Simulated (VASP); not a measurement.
# Rh (P6_3/mmc) in VASP: notebook

The runs below take Rh through single point, relaxation of shape and atoms at fixed volume, with PBE.

All numbers are computed with VASP 6.6.1; they aren't measurements. Logs are shortened: lines on timing, memory, paths and dates and some standing lists are left out, and cuts for length are marked.

## Step 1: The cell of the first run

The structure is hexagonal, space group P6_3/mmc (No. 194). Conventional cell: a = 2.638 Å, b = 2.638 Å, c = 4.256 Å, α = 90.00°, β = 90.00°, γ = 120.00°. Within 3.5 Å of Rh (site symmetry -6m2) lie 12 Rh at 2.62 to 2.64 Å.

This isn't the form of Rh at room conditions, which is fcc.

## Step 2: Single point, PBE (12.83 Å³/atom)

Contents of INCAR:

```
SYSTEM = Rh
  ALGO = Normal
  EDIFF = 1E-6
  ENCUT = 520
  GGA = PE
  ISIF = 2
  ISMEAR = 0
  LASPH = .True.
  LCHARG = .True.
  LELF = .True.
  LREAL = .False.
  LVHAR = .True.
  LWAVE = .False.
  NBANDS = 22
  NELM = 60
  PREC = Accurate
  SIGMA = 0.1
```

Contents of KPOINTS:

```
k-points
0
Gamma
  18 18 10
  0 0 0
```

Contents of POSCAR:

```
Rh
1.0
    2.6382518545      0.0000000000      0.0000000000
   -1.3191259272      2.2847931276      0.0000000000
    0.0000000000      0.0000000000      4.2562653938
Rh
2
Direct
    0.6666666667      0.3333333333      0.7500000000
    0.3333333333      0.6666666667      0.2500000000
```

Potentials or basis: VASP PAW PBE potentials, release 64 (Rh_pv).

Command:

```console
$ cat potpaw_PBE.64/Rh_pv/POTCAR > POTCAR
$ mpirun -np 1 vasp_std > vasp.out
```

OUTCAR:

```text
SYSTEM = Rh
   EDIFF = 1E-6
   ENCUT = 520
   GGA = PE
   ISIF = 2
   ISMEAR = 0
   LASPH = .True.
   LREAL = .False.
   NELM = 60
   PREC = Accurate

 ion  position               nearest neighbor table
   1  0.667  0.333  0.750-   2 2.62   2 2.62   2 2.62   2 2.62   2 2.62   2 2.62
   2  0.333  0.667  0.250-   1 2.62   1 2.62   1 2.62   1 2.62   1 2.62   1 2.62

  LATTYP: Found a hexagonal cell.
 ALAT       =     2.6382518545
 C/A-ratio  =     1.6132900225

  Lattice vectors:

 A1 = (   2.6382518545,   0.0000000000,   0.0000000000)
 A2 = (  -1.3191259272,   2.2847931276,   0.0000000000)
 A3 = (   0.0000000000,   0.0000000000,   4.2562653938)

Analysis of symmetry for initial positions (statically):
=====================================================================
 Subroutine PRICEL returns:
 Original cell was already a primitive cell.

 Routine SETGRP: Setting up the symmetry group for a
 hexagonal supercell.

 Subroutine GETGRP returns: Found 24 space group operations
 (whereof 12 operations were pure point group operations)
 out of a pool of 24 trial point group operations.

The static configuration has the point symmetry D_3d.
 The point group associated with its full space group is D_6h.

Analysis of symmetry for dynamics (positions and initial velocities):
=====================================================================
 Subroutine PRICEL returns:
 Original cell was already a primitive cell.

 Routine SETGRP: Setting up the symmetry group for a
 hexagonal supercell.

 Subroutine GETGRP returns: Found 24 space group operations
 (whereof 12 operations were pure point group operations)
 out of a pool of 24 trial point group operations.

The dynamic configuration has the point symmetry D_3d.
 The point group associated with its full space group is D_6h.

 Subroutine INISYM returns: Found 24 space group operations
 (whereof 12 operations are pure point group operations),
 and found     1 'primitive' translations

----------------------------------------------------------------------------------------

                                     Primitive cell

  volume of cell :      25.6562

  direct lattice vectors                    reciprocal lattice vectors
     2.638251854  0.000000000  0.000000000     0.379038869  0.218838193  0.000000000
    -1.319125927  2.284793128  0.000000000     0.000000000  0.437676387  0.000000000
     0.000000000  0.000000000  4.256265394     0.000000000  0.000000000  0.234947755

  length of vectors
     2.638251854  2.638251854  4.256265394     0.437676387  0.437676387  0.234947755

  position of ions in fractional coordinates (direct lattice)
     0.666666667  0.333333333  0.750000000
     0.333333333  0.666666667  0.250000000

  ion indices of the primitive-cell ions
   primitive index   ion index
                 1           1
                 2           2

----------------------------------------------------------------------------------------

 KPOINTS: k-points

Automatic generation of k-mesh.
 Grid dimensions read from file:
 generate k-points for:   18   18   10

 Generating k-lattice:

  Cartesian coordinates                     Fractional coordinates (reciprocal lattice)
     0.021057715  0.012157677  0.000000000     0.055555556  0.000000000  0.000000000
     0.000000000  0.024315355  0.000000000     0.000000000  0.055555556  0.000000000
     0.000000000  0.000000000  0.023494776     0.000000000  0.000000000  0.100000000

  Length of vectors
     0.024315355  0.024315355  0.023494776

  Shift w.r.t. Gamma in fractional coordinates (k-lattice)
     0.000000000  0.000000000  0.000000000

 Subroutine IBZKPT returns following result:
 ===========================================

 Found    222 irreducible k-points:

 Following reciprocal coordinates:
            Coordinates               Weight
  0.000000  0.000000  0.000000      1.000000
  0.055556  0.000000  0.000000      6.000000
  0.111111  0.000000  0.000000      6.000000
  0.166667 -0.000000  0.000000      6.000000
  0.222222  0.000000  0.000000      6.000000
  0.277778  0.000000  0.000000      6.000000
[... 16 lines left out ...]
  0.333333  0.111111  0.000000     12.000000
  0.388889  0.111111  0.000000     12.000000
 [... further k-points ...]
   k-points           NKPTS =    222   k-points in BZ     NKDIM =    222   number of bands    NBANDS=     22
   number of dos      NEDOS =    301   number of ions     NIONS =      2
   total plane-waves  NPLWV =  12800
   dimension x,y,z NGX =    20 NGY =   20 NGZ =   32
   dimension x,y,z NGXF=    40 NGYF=   40 NGZF=   64
   ions per type =               2
   NGX,Y,Z   is equivalent  to a cutoff of  12.60, 12.60, 12.50 a.u.
   NGXF,Y,Z  is equivalent  to a cutoff of  25.21, 25.21, 25.00 a.u.
 SYSTEM =  Rh
   PREC   = accura    normal or accurate (medium, high low for compatibility)
   ISTART =      0    job   : 0-new  1-cont  2-samecut
   ICHARG =      2    charge: 1-file 2-atom 10-const
   ISPIN  =      1    spin polarized calculation?
   LNONCOLLINEAR =      F non collinear calculations
   LSORBIT =      F    spin-orbit coupling
   LASPH  =      T    aspherical Exc in radial PAW
   ENCUT  =  520.0 eV  38.22 Ry    6.18 a.u.   4.91  4.91  7.91*2*pi/ulx,y,z
   NELM   =     60;   NELMIN=  2; NELMDL= -5     # of ELM steps
   EDIFF  = 0.1E-05   stopping-criterion for ELM
   LREAL  =      F    real-space projection
   EDIFFG = 0.1E-04   stopping-criterion for IOM
   NSW    =      0    number of steps for IOM
   IBRION =     -1    ionic relax: 0-MD 1-quasi-New 2-CG
   NFREE  =      0    steps in history (QN), initial steepest desc. (CG)
   ISIF   =      2    stress and relaxation
   ISYM   =      2    0-nonsym 1-usesym 2-fastsym
   POTIM  = 0.5000    time-step for ionic-motion
   TEBEG  =    0.0;   TEEND  =   0.0 temperature during run
   PSTRESS=    0.0 pullay stress
   NELECT =      30.0000    total number of electrons
   NUPDOWN=      -1.0000    fix difference up-down
   EMIN   =  10.00;   EMAX   =-10.00  energy-range for DOS
   EFERMI =   0.00;   METHOD = LEGACY
   ISMEAR =     0;   SIGMA  =   0.10  broadening in eV -4-tet -1-fermi 0-gaus
   EFERMI_NEDOS =   21; number of points for ismear=-14 and -15
   IALGO  =     38    algorithm
   IMIX   =      4    mixing-type and parameters
     AMIX     =   0.40;   BMIX     =  1.00
     AMIX_MAG =   1.60;   BMIX_MAG =  1.00
  volume/ion in A,a.u.               =      12.83        86.57
  Fermi-wavevector in a.u.,A,eV,Ry     =   1.724718  3.259243 40.472577  2.974650
  Thomas-Fermi vector in A             =   2.800354
   LORBIT       =      0    0 simple, 1 ext, 2 COOP (PROOUT), +10 PAW based schemes
   GGA     = PE    functional components
   LHFCALC =     F    Hartree Fock is set to
   AEXX    =    0.0000 exact exchange contribution
   IVDW    =     0    specifies the selected vdW correction
   LEPSILON=     F    determine dielectric tensor
   LRPA    =     F    only Hartree local field effects (RPA)
 non-spin polarized calculation
 Gauss-broadening in eV      SIGMA  =   0.10
  energy-cutoff  :      520.00
  volume of cell :       25.66
 maximum number of plane-waves:       706
 NGX is ok and might be reduce to    20
   NGX =  9   NGY =  9   NGZ = 15

 number of electron      29.9999992 magnetization

 Free energy of the ion-electron system (eV)
  ---------------------------------------------------
  ext. energy  EPLUGINS =         0.00000000
  ---------------------------------------------------
  free energy    TOTEN  =       -14.22778006 eV

  energy without entropy =      -14.21324753  energy(sigma->0) =      -14.22051379

 E-fermi :  13.3413     XC(G=0): -14.4825

 val. band max:       13.3355242452   @ k =   0.2222   0.1667   0.2000
 cond. band min:      13.3459189207   @ k =   0.0000   0.0000   0.3000
 fundamental gap:      0.0103946755
 Fermi energy:        13.3413400103

 k-point     1 :       0.0000    0.0000    0.0000
  band No.  band energies     occupation
      1     -34.2260      2.00000
      2     -33.3886      2.00000
      3     -33.3886      2.00000
      4     -33.2702      2.00000
      5     -33.2529      2.00000
      6     -33.2529      2.00000
[... 14 lines left out ...]
     21      31.5295      0.00000
     22      32.2457      0.00000

 k-point     2 :       0.0556    0.0000    0.0000
  band No.  band energies     occupation
      1     -34.2168      2.00000
      2     -33.4094      2.00000
      3     -33.3954      2.00000
      4     -33.2745      2.00000
      5     -33.2740      2.00000
      6     -33.2560      2.00000
[... 14 lines left out ...]
     21      31.6677      0.00000
     22      32.3923      0.00000

 k-point     3 :       0.1111    0.0000    0.0000
  band No.  band energies     occupation
      1     -34.1900      2.00000
      2     -33.4692      2.00000
      3     -33.4147      2.00000
      4     -33.3362      2.00000
      5     -33.2855      2.00000
      6     -33.2653      2.00000
[... 14 lines left out ...]
     21      32.0328      0.00000
     22      32.6332      0.00000

 k-point     4 :       0.1667   -0.0000    0.0000
  band No.  band energies     occupation
      1     -34.1471      2.00000
      2     -33.5609      2.00000
      3     -33.4435      2.00000
      4     -33.4293      2.00000
      5     -33.3047      2.00000
      6     -33.2802      2.00000
[... 14 lines left out ...]
     21      32.2808      0.00000
     22      32.5212      0.00000

 k-point     5 :       0.2222    0.0000    0.0000
  band No.  band energies     occupation
      1     -34.0909      2.00000
      2     -33.6734      2.00000
      3     -33.5411      2.00000
      4     -33.4779      2.00000
      5     -33.3317      2.00000
      6     -33.2991      2.00000
[... 14 lines left out ...]
     21      31.3987      0.00000
     22      31.7446      0.00000

 k-point     6 :       0.2778    0.0000    0.0000
  band No.  band energies     occupation
      1     -34.0253      2.00000
      2     -33.7932      2.00000
      3     -33.6574      2.00000
      4     -33.5137      2.00000
      5     -33.3662      2.00000
      6     -33.3198      2.00000
[... 14 lines left out ...]
     21      30.2694      0.00000
     22      30.3170      0.00000

 k-point     7 :       0.3333   -0.0000    0.0000
  band No.  band energies     occupation
      1     -33.9554      2.00000
      2     -33.9055      2.00000
      3     -33.7643      2.00000
      4     -33.5467      2.00000
      5     -33.4069      2.00000
      6     -33.3398      2.00000
[... 324 lines left out ...]
      6     -33.3325      2.00000
[... 14 lines left out ...]
     21      29.5673      0.00000
     22      31.3711      0.00000

 k-point    21 :       0.2222    0.1111    0.0000
  band No.  band energies     occupation
      1     -34.0038      2.00000
      2     -33.7899      2.00000
      3     -33.7084      2.00000
      4     -33.5160      2.00000
      5     -33.3782      2.00000
      6     -33.3608      2.00000
[... 14 lines left out ...]
     21      28.4607      0.00000
     22      30.4132      0.00000

 k-point    22 :       0.2778    0.1111    0.0000
  band No.  band energies     occupation
      1     -33.9352      2.00000
      2     -33.8938      2.00000
      3     -33.7854      2.00000
      4     -33.5658      2.00000
      5     -33.4192      2.00000
      6     -33.3863      2.00000
[... 14 lines left out ...]
     21      27.3478      0.00000
     22      29.6041      0.00000

 k-point    23 :       0.3333    0.1111    0.0000
  band No.  band energies     occupation
      1     -33.9787      2.00000
      2     -33.8685      2.00000
      3     -33.8471      2.00000
      4     -33.6060      2.00000
      5     -33.4633      2.00000
      6     -33.4069      2.00000
[... 14 lines left out ...]
     21      26.3628      0.00000
     22      28.9399      0.00000

 k-point    24 :       0.3889    0.1111    0.0000
  band No.  band energies     occupation
      1     -34.0339      2.00000
      2     -33.8874      2.00000
      3     -33.8147      2.00000
      4     -33.6319      2.00000
      5     -33.5024      2.00000
      6     -33.4203      2.00000
[... 14 lines left out ...]
     21      25.6683      0.00000
     22      28.4201      0.00000

 [... further k-points ...]
[... 5 lines left out ...]
  --------------------------------------------------------------------------------------
  -------------------------------------------------------------------------------------
  Total        4.9058391      4.9058391      4.9099494      0.0000000      0.0000000     -0.0000000
  in kB      306.3599900    306.3599900    306.6166728      0.0000000      0.0000000     -0.0000000
  external PRESSURE =     306.4455509 kB  Pullay stress =       0.0000000 kB

 VOLUME and BASIS-vectors are now :
 -----------------------------------------------------------------------------
  energy-cutoff  :      520.00
  volume of cell :       25.66
      direct lattice vectors                 reciprocal lattice vectors
     2.638251854  0.000000000  0.000000000     0.379038869  0.218838193  0.000000000
    -1.319125927  2.284793128  0.000000000     0.000000000  0.437676387  0.000000000
     0.000000000  0.000000000  4.256265394     0.000000000  0.000000000  0.234947755

 POSITION                                       TOTAL-FORCE (eV/Angst)
 -----------------------------------------------------------------------------------
      1.31913      0.76160      3.19220        -0.000000      0.000000      0.000000
     -0.00000      1.52320      1.06407         0.000000      0.000000      0.000000
 -----------------------------------------------------------------------------------
    total drift:                               -0.000000      0.000000     -0.000000

  FREE ENERGIE OF THE ION-ELECTRON SYSTEM (eV)
  ---------------------------------------------------
  free  energy   TOTEN  =       -14.2277800621 eV

  energy  without entropy=      -14.2132475273  energy(sigma->0) =      -14.22051379
```

Run time: 2.2 min. Hardware: 1 thread of Intel Xeon 8259CL, shared host; peak memory 0.21 GiB.

What came out:

- Free energy: -14.2278 eV
- Pressure: 30.6 GPa
- Band gap on the k mesh: zero (bands 15 and 16 overlap by 2.71 eV)

Levels at points of the mesh, in eV from the Fermi level:
```csv
k point,band 11,band 12,band 13,band 14,band 15,band 16,band 17,band 18,band 19,band 20
"(0.00, 0.00, 0.00)",-3.40,-2.81,-2.81,-2.17,-2.17,0.13,0.13,0.67,9.38,15.82
"(0.50, 0.00, 0.00)",-3.02,-2.49,-2.41,0.46,0.71,0.81,3.25,5.52,10.89,11.40
"(0.00, 0.00, 0.50)",-3.53,-3.53,-3.53,-3.53,-0.50,-0.50,-0.50,-0.50,15.06,15.06
"(0.50, 0.00, 0.50)",-1.90,-1.90,-0.38,-0.38,0.67,0.67,2.79,2.79,10.04,10.04
```

Caveat: the cell stands under pressure.

## Step 3: Relaxation of shape and atoms at fixed volume, PBE (12.41 Å³/atom)

This run uses another cell than the first one, of 12.41 Å³/atom.

Contents of INCAR:

```
SYSTEM = Rh
PREC = Accurate ; ENCUT = 600
EDIFF = 1E-6 ; ISMEAR = 0
SIGMA = 0.1 ; LREAL = .False.
LASPH = .True. ; NELM = 100
ALGO = Fast ; ISIF = 4
LWAVE = .False. ; LCHARG = .False.
GGA = PE ; IBRION = 2
NSW = 50 ; EDIFFG = -0.01
```

Contents of KPOINTS:

```
Automatic mesh
0
Gamma
  18 18 10
  0 0 0
```

Contents of POSCAR:

```
Rh
1.0
    2.6089355185      0.0000000000      0.0000000000
   -1.3044677592      2.2594044359      0.0000000000
    0.0000000000      0.0000000000      4.2089696415
Rh
2
Direct
    0.6666666667      0.3333333333      0.7500000000
    0.3333333333      0.6666666667      0.2500000000
```

Potentials or basis: VASP PAW PBE potentials, release 64 (Rh_pv).

Command:

```console
$ cat potpaw_PBE.64/Rh_pv/POTCAR > POTCAR
$ mpirun -np 1 vasp_std > vasp.out
```

Wall time 3.9 min (1 thread of Intel Xeon 8259CL, shared host); peak memory 0.24 GiB.

The run converged. Its results:

* Free energy: -14.0277 eV
* Energy gained by relaxing: 0.0 meV/atom
* Ionic steps: 2
* Pressure after relaxing: 45.1 GPa
* Band gap on the k mesh: zero (bands 15 and 16 overlap by 2.86 eV)

Final structure:
```
CELL_PARAMETERS angstrom
2.60793 0.00000 0.00000
-1.30397 2.25854 0.00000
0.00000 0.00000 4.21221
ATOMIC_POSITIONS crystal
Rh 0.66667 0.33333 0.75000
Rh 0.33333 0.66667 0.25000
```

Levels at points of the mesh, in eV from the Fermi level:
```
           k point  band 12  band 13  band 14  band 15  band 16  band 17  band 18  band 19
(0.00, 0.00, 0.00)    -2.96    -2.96    -2.28    -2.28     0.14     0.14     0.63     9.73
(0.50, 0.00, 0.00)    -2.62    -2.52     0.50     0.75     0.87     3.38     5.72    11.17
(0.00, 0.00, 0.50)    -3.72    -3.72    -3.72    -0.52    -0.52    -0.52    -0.52    15.10
(0.50, 0.00, 0.50)    -2.01    -0.41    -0.41     0.72     0.72     2.86     2.86    10.41
```

## Step 4: Relaxation of shape and atoms at fixed volume, PBE (14.44 Å³/atom)

This run uses another cell than the first one, of 14.44 Å³/atom.

Contents of INCAR:

```
PREC     = Accurate       # precision mode
ENCUT    = 600            # plane-wave cutoff, eV
EDIFF    = 1E-6           # SCF threshold, eV
ISMEAR   = -1             # smearing method
SIGMA    = 0.15           # smearing width, eV
LREAL    = F              # projectors in reciprocal space
LASPH    = T              # aspherical terms in the spheres
NELM     = 100            # most SCF steps
ALGO     = Fast           # electronic algorithm
ISIF     = 4              # what is computed and relaxed
LWAVE    = F              # write WAVECAR
LCHARG   = F              # write CHGCAR
GGA      = PE             # functional
IBRION   = 2              # ionic algorithm
NSW      = 80             # ionic steps
EDIFFG   = -0.001         # ionic threshold
```

Contents of KPOINTS:

```
Automatic mesh
0
Gamma
  18 18 10
```

Contents of POSCAR:

```
Rh
1.0
    2.7465809368      0.0000000000      0.0000000000
   -1.3732904684      2.3786088648      0.0000000000
    0.0000000000      0.0000000000      4.4219537933
Rh
2
Direct
    0.6666666667      0.3333333333      0.7500000000
    0.3333333333      0.6666666667      0.2500000000
```

Command:

```console
$ cat potpaw_PBE.64/Rh_pv/POTCAR > POTCAR
$ mpirun -np 1 vasp_std > vasp.out
```

Run time: 4.4 min. Hardware: 1 thread of Oxide Virtual Turin-like, shared host; peak memory 0.22 GiB.

The run converged. Its results:

* Free energy: -14.5619 eV
* Energy gained by relaxing: 0.0 meV/atom
* Ionic steps: 14
* Pressure after relaxing: -4.8 GPa
* Band gap on the k mesh: zero (bands 15 and 16 overlap by 2.23 eV)

Final structure:
```
CELL_PARAMETERS angstrom
2.74719 0.00000 0.00000
-1.37359 2.37914 0.00000
0.00000 0.00000 4.42000
ATOMIC_POSITIONS crystal
Rh 0.66667 0.33333 0.75000
Rh 0.33333 0.66667 0.25000
```

Levels at points of the mesh, in eV from the Fermi level:
```csv
k point,band 11,band 12,band 13,band 14,band 15,band 16,band 17,band 18,band 19
"(0.00, 0.00, 0.00)",-2.79,-2.29,-2.29,-1.78,-1.78,0.15,0.15,0.86,8.25
"(0.50, 0.00, 0.00)",-2.46,-2.03,-1.99,0.39,0.61,0.68,2.89,4.90,10.03
"(0.00, 0.00, 0.50)",-2.90,-2.90,-2.90,-2.90,-0.38,-0.38,-0.38,-0.38,14.69
"(0.50, 0.00, 0.50)",-1.54,-1.54,-0.25,-0.25,0.56,0.56,2.62,2.62,8.88
```

## Step 5: Summary

```tsv
task	cell	cutoff (eV)	smearing	gap on the mesh (eV)	pressure (GPa)
single point	a = 2.638, b = 2.638, c = 4.256 Å, angles 90.0, 90.0, 120.0°, 2 atoms	520	gaussian 0.1 eV	none	30.6
relaxation of shape and atoms at fixed volume	relaxed from a = 2.609, b = 2.609, c = 4.209 Å, angles 90.0, 90.0, 120.0°, 2 atoms	600	gaussian 0.1 eV	none	45.1
relaxation of shape and atoms at fixed volume	relaxed from a = 2.747, b = 2.747, c = 4.422 Å, angles 90.0, 90.0, 120.0°, 2 atoms	600	fermi-dirac 0.15 eV	none	-4.8
```

Alike in all rows: level PBE; potentials or basis VASP PAW PBE potentials, release 64 (Rh_pv); no spin polarisation; k mesh 18 × 18 × 10.

Caveats: the cell stands under pressure (at least some runs).

Total energies depend on the potentials used, so only differences within one code and one set of settings carry meaning.
